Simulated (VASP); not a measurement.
InP: single point with LDA

The system is InP.

```
In P
1.0
     0.00000    2.95379    2.95379
     2.95379    0.00000    2.95379
     2.95379    2.95379    0.00000
In P
1 1
Direct
  0.00000 0.00000 0.00000
  0.25000 0.25000 0.25000
```

| Property | Result |
| --- | --- |
| Program | VASP 6.6.1 |
| Task | single point |
| Functional | LDA |
| Potentials or basis | VASP PAW LDA potentials, release 64 (In_d, P) |
| Cutoff | 500 eV |
| k mesh | 4 × 4 × 4 |
| Occupations | gaussian, width 0.01 eV |
| Spin | no spin polarisation |
| Dipole correction | no |
| Further INCAR settings | ALGO = Normal; EDIFF = 1e-06; NBANDS = 16 |

```yaml
Pressure: -2.5 GPa
Band_gap_on_the_k_mesh: 0.36 eV, direct
```

Levels at points of the mesh, in eV from the valence-band top:
| k point | band 5 | band 6 | band 7 | band 8 | band 9 | band 10 | band 11 | band 12 | band 13 | band 14 |
| --- | --- | --- | --- | --- | --- | --- | --- | --- | --- | --- |
| (0.00, 0.00, 0.00) | -14.05 | -11.39 | 0.00 | 0.00 | 0.00 | 0.36 | 3.93 | 3.93 | 3.93 | 8.13 |
| (0.50, 0.00, 0.00) | -14.04 | -9.71 | -5.73 | -0.96 | -0.96 | 1.24 | 4.66 | 4.66 | 6.82 | 9.10 |
| (0.50, 0.50, 0.00) | -14.02 | -9.06 | -5.79 | -2.29 | -2.29 | 1.59 | 2.10 | 8.84 | 9.25 | 9.25 |

It took 4 s on 1 thread of Intel(R) Xeon(R) Platinum 8559C (Emerald Rapids) (shared host), peak memory 0.14 GiB.

Caveat: the k points lie up to 0.46 Å⁻¹ apart; spin-orbit coupling is left out, which moves the levels of the heavy elements.
